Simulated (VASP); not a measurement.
Set up this calculation in VASP 6.6.1, as the native input.

```
Task                   : single point
Functional             : PBE
Potentials or basis    : VASP PAW PBE potentials, release 64 (Al, Ru_pv)
Cutoff                 : 520 eV
k mesh                 : 14 × 14 × 14
Occupations            : gaussian, width 0.1 eV
Spin                   : no spin polarisation
Dipole correction      : no
Further INCAR settings : ALGO = Normal; EDIFF = 1e-07; NBANDS = 16
```

The structure of AlRu lies in POSCAR:

```
AlRu
1.0
    2.9140515488      0.0000000000      0.0000000000
    0.0000000000      2.9140515488      0.0000000000
    0.0000000000      0.0000000000      2.9140515488
Al Ru
1 1
Direct
    0.0000000000      0.0000000000      0.0000000000
    0.5000000000      0.5000000000      0.5000000000
```

This cell differs from its parent crystal: equal strain along all axes, cell held: -3.0 %.

These files were run (other wordings do the same):

INCAR

```
  PREC = Accurate
  ENCUT = 520
  EDIFF = 1E-7
  ISMEAR = 0
  SIGMA = 0.1
  LREAL = False
  LASPH = True
  NELM = 60
  ALGO = Normal
  ISIF = 2
  LWAVE = False
  LCHARG = False
  GGA = PE
  NBANDS = 16
```

KPOINTS

```
regular mesh
0
Gamma
  14 14 14
```

Potentials or basis: VASP PAW PBE potentials, release 64 (Al, Ru_pv).

The run is started by

```sh
$ cat potpaw_PBE.64/Al/POTCAR potpaw_PBE.64/Ru_pv/POTCAR > POTCAR
$ mpirun -np 1 vasp_std > vasp.out
```

Results of the run:

| Item | Value |
| --- | --- |
| Pressure | 22.7 GPa |
| Band gap on the k mesh | zero (an odd number of electrons rules out a gap without spin polarisation) |

Caveat: the cell differs from its parent crystal (equal strain along all axes, cell held: -3.0 %); the cell stands under pressure.

Wall time 34 s on 1 thread of Intel Xeon 8259CL, on a shared host, peak memory 0.17 GiB.
